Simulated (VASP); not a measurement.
The system is MgGeSb2.

```
CELL_PARAMETERS angstrom
4.40241 0.00000 0.00000
0.00000 4.40241 0.00000
0.00000 0.00000 6.49518
ATOMIC_POSITIONS crystal
Mg 0.00000 0.00000 0.00000
Sb 0.00000 0.50000 0.26075
Sb 0.50000 0.00000 0.73925
Ge 0.50000 0.50000 0.50000
```

Base run:

| Quantity | Value |
| --- | --- |
| Program | VASP 6.6.1 |
| Functional | r2SCAN |
| Potentials or basis | VASP PAW PBE potentials, release 64 (Mg, Sb, Ge_d) |
| Cutoff | 520 eV |
| k mesh | 6 × 6 × 4 |
| Occupations | fermi-dirac, width 0.02 eV |
| Spin | no spin polarisation |

Its results: band gap on the k mesh zero (bands 13 and 14 overlap by 0.27 eV); pressure 0.1 GPa; largest force 0.027 eV/Å.

Task: The run is repeated on the same cell with these changes: functional from r2SCAN to PBE. What comes out?

Result: Band gap on the k mesh zero (bands 13 and 14 overlap by 0.25 eV); pressure 1.4 GPa; largest force 0.118 eV/Å.

Caveats: spin-orbit coupling is left out, which moves the levels of the heavy elements; the PAW data sets were made with another functional, which shifts forces and pressure a little (at least some runs).
